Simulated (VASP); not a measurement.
Set up this calculation in VASP 6.6.1, as the native input.

```
Task                   : single point
Functional             : LDA
Potentials or basis    : VASP PAW LDA potentials, release 64 (Li_sv, F)
Cutoff                 : 520 eV
k mesh                 : 9 × 9 × 6
Occupations            : gaussian, width 0.05 eV
Spin                   : no spin polarisation
Dipole correction      : no
Further INCAR settings : ALGO = Normal; EDIFF = 1e-06; NBANDS = 18
```

The structure of LiF lies in POSCAR:

```
LiF
1.0
    3.0609398175      0.0000000000      0.0000000000
   -1.5304699087      2.6508516414      0.0000000000
    0.0000000000      0.0000000000      4.7352147014
Li F
2 2
Direct
    0.3333333333      0.6666666667      0.3811542600
    0.6666666667      0.3333333333      0.8811542600
    0.3333333333      0.6666666667      0.9938437400
    0.6666666667      0.3333333333      0.4938437400
```

This cell differs from its parent crystal: strain +0.000 along x and y, -0.015 along z.

These files were run (other wordings do the same):

INCAR

```
  ALGO = Normal
  EDIFF = 1E-6
  ENCUT = 520
  ISIF = 2
  ISMEAR = 0
  LASPH = True
  LCHARG = False
  LREAL = False
  LWAVE = False
  NBANDS = 18
  NELM = 100
  PREC = Accurate
  SIGMA = 0.05
```

KPOINTS

```
k-points
0
Gamma
  9 9 6
```

Potentials or basis: VASP PAW LDA potentials, release 64 (Li_sv, F).

The run is started by

```sh
$ cat potpaw_LDA.64/Li_sv/POTCAR potpaw_LDA.64/F/POTCAR > POTCAR
$ mpirun -np 1 vasp_std > vasp.out
```

It gave:

| Quantity | Value |
| --- | --- |
| Largest force | 0.055 eV/Å |
| Band gap on the k mesh | 7.65 eV |

Caveat: the cell differs from its parent crystal (strain +0.000 along x and y, -0.015 along z); an odd mesh through Γ misses points on the zone boundary, where band edges can lie.

Run time: 20 s on 1 thread of AMD EPYC 7R13, on a shared host, peak memory 0.12 GiB.
